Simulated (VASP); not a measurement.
A run of VASP 6.6.1 is set up as follows.

Contents of INCAR:

```
  ALGO = Fast
  DIPOL = 0.5 0.5 0.504
  EDIFF = 1E-6
  EDIFFG = -0.03
  ENCUT = 520
  GGA = PS
  IBRION = 2
  IDIPOL = 3
  ISIF = 2
  ISMEAR = 0
  LASPH = True
  LCHARG = False
  LDIPOL = True
  LREAL = False
  LWAVE = False
  NELM = 60
  NSW = 90
  PREC = Accurate
  SIGMA = 0.1
```

Contents of KPOINTS:

```
k-points
0
Gamma
  7 7 1
```

POSCAR

```
Ca4F
1.0
    4.3230137468      0.0000000000      0.0000000000
    0.0000000000      4.3230137468      0.0000000000
    0.0000000000      0.0000000000     25.4845206202
Ca F
4 1
Selective dynamics
Direct
    0.5000000000      0.5000000000      0.3335358011  F F F
    0.0000000000      0.0000000000      0.4183522630  F F F
    0.5000000000      0.5000000000      0.5001028185  T T T
    0.0000000000      0.0000000000      0.5868894074  T T T
    0.0000000000      0.0000000000      0.6787098515  T T T
```

Potentials or basis: VASP PAW PBE potentials, release 64 (Ca_sv, F).

Launch:

```sh
$ cat potpaw_PBE.64/Ca_sv/POTCAR potpaw_PBE.64/F/POTCAR > POTCAR
$ mpirun -np 1 vasp_std > vasp.out
```

Question: Predict the energy gained by relaxing.

Answer: 237.0 meV/atom.

Question: Estimate the band gap on the k mesh.

Answer: Zero (an odd number of electrons rules out a gap without spin polarisation).

Final structure:
```
CELL_PARAMETERS angstrom
4.32301 0.00000 0.00000
0.00000 4.32301 0.00000
0.00000 0.00000 25.48452
ATOMIC_POSITIONS crystal
Ca 0.50000 0.50000 0.33354
Ca 0.00000 0.00000 0.41835
Ca 0.50000 0.50000 0.50124
Ca 0.00000 0.00000 0.60323
F 0.00000 0.00000 0.67775
```

Caveat: an odd number of electrons without spin polarisation forces a metal; a magnetic or distorted state may lie lower.
